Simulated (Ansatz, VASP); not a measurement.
Two plane-wave programs on Al9H

The input INCAR:

```
SYSTEM = Al9H
PREC = Accurate
ENCUT = 520
EDIFF = 1E-6
ISMEAR = 0
SIGMA = 0.1
LREAL = Auto
LASPH = .TRUE.
NELM = 60
ALGO = Normal
ISIF = 2
LWAVE = .FALSE.
LCHARG = .TRUE.
LDIPOL = .TRUE.
IDIPOL = 3
DIPOL = 0.5 0.5 0.294
GGA = PE
LELF = .TRUE.
LVHAR = .TRUE.
LVACPOTAV = .TRUE.
NBANDS = 44
```

File KPOINTS:

```
regular mesh
0
G
  5 3 1
  0 0 0
```

File POSCAR:

```
Al9H
1.0
    5.7070863109      0.0000000000      0.0000000000
   -1.4267715777      9.7014842373      0.0000000000
    0.0000000000      0.0000000000     22.7903703632
Al H
18 2
Direct
    0.2662216041      0.0648864163      0.1755127247
    0.7662216041      0.0648864163      0.1755127247
    0.3354806058      0.3419224231      0.2192029853
    0.8354806058      0.3419224231      0.2192029853
    0.1493324061      0.5973296244      0.2279410374
    0.6493324061      0.5973296244      0.2279410374
    0.4631842064      0.8527368258      0.2366790895
    0.9631842064      0.8527368258      0.2366790895
    0.0319772084      0.1277109167      0.2808262503
    0.5319772084      0.1277109167      0.2808262503
    0.0997917590      0.4042231279      0.3301071124
    0.5997917590      0.4042231279      0.3301071124
    0.4144000530      0.6596656505      0.3369822082
    0.9144000530      0.6596656505      0.3369822082
    0.2263076920      0.9110819249      0.3449259127
    0.7263076920      0.9110819249      0.3449259127
    0.2962427236      0.1814071990      0.3857054635
    0.7962427236      0.1814071990      0.3857054635
    0.4193609451      0.9110819249      0.4054506450
    0.5332544390      0.9110819249      0.4054506450
```

Input for Ansatz:

```yaml
crystal:
  lattice:
    - [5.7070863109, 0.0, 0.0]
    - [-1.4267715777, 9.7014842373, 0.0]
    - [0.0, 0.0, 22.7903703632]
  atoms:
    - { symbol: Al, position: [0.2662216041, 0.0648864163, 0.1755127247] }
    - { symbol: Al, position: [0.7662216041, 0.0648864163, 0.1755127247] }
    - { symbol: Al, position: [0.3354806058, 0.3419224231, 0.2192029853] }
    - { symbol: Al, position: [0.8354806058, 0.3419224231, 0.2192029853] }
    - { symbol: Al, position: [0.1493324061, 0.5973296244, 0.2279410374] }
    - { symbol: Al, position: [0.6493324061, 0.5973296244, 0.2279410374] }
    - { symbol: Al, position: [0.4631842064, 0.8527368258, 0.2366790895] }
    - { symbol: Al, position: [0.9631842064, 0.8527368258, 0.2366790895] }
    - { symbol: Al, position: [0.0319772084, 0.1277109167, 0.2808262503] }
    - { symbol: Al, position: [0.5319772084, 0.1277109167, 0.2808262503] }
    - { symbol: Al, position: [0.099791759, 0.4042231279, 0.3301071124] }
    - { symbol: Al, position: [0.599791759, 0.4042231279, 0.3301071124] }
    - { symbol: Al, position: [0.414400053, 0.6596656505, 0.3369822082] }
    - { symbol: Al, position: [0.914400053, 0.6596656505, 0.3369822082] }
    - { symbol: Al, position: [0.226307692, 0.9110819249, 0.3449259127] }
    - { symbol: Al, position: [0.726307692, 0.9110819249, 0.3449259127] }
    - { symbol: Al, position: [0.2962427236, 0.181407199, 0.3857054635] }
    - { symbol: Al, position: [0.7962427236, 0.181407199, 0.3857054635] }
    - { symbol: H, position: [0.4193609451, 0.9110819249, 0.405450645] }
    - { symbol: H, position: [0.533254439, 0.9110819249, 0.405450645] }
basis:
  ecutwfc: 420
kpoints:
  mp_grid: { grid: [5, 3, 1] }
hamiltonian:
  xc: pbe
  pseudopotentials: { kind: paw, azcp: { folder: soft_1 } }
scf:
  occupations: { method: gaussian, width: 0.1 }
output:
  forces: true
  eigenvalues: true
efield:
  axis: 3
  dipole_correction: true
  ramp_width: 0.04
```

Alike in both runs: task single point; functional PBE; k mesh 5 × 3 × 1; occupations gaussian, width 0.1 eV; no spin polarisation.

|  | VASP | Ansatz |
| --- | --- | --- |
| version | VASP 6.6.1 | Ansatz 0.2.0 |
| potentials or method | VASP PAW PBE potentials, release 64 (Al, H), cutoff 520 eV | scalar-relativistic, plane waves, PAW |
| valence electrons in the cell | 56 | 56 |

VASP gave:

- gap on the k mesh at the Fermi level (eV): none
- rms of the force components (eV/Å): 1.232
- work function, face that differs most (eV): 4.22

Which values does Ansatz return?

gap on the k mesh at the Fermi level (eV): none; rms of the force components (eV/Å): 1.222; work function, face that differs most (eV): 4.22.

Atom by atom the forces differ by 0.011 eV/Å (rms over components). A gap of «none» marks a metal or a gap that the smearing closes. With one functional, cell and mesh, what is left measures potentials, basis and numerics.
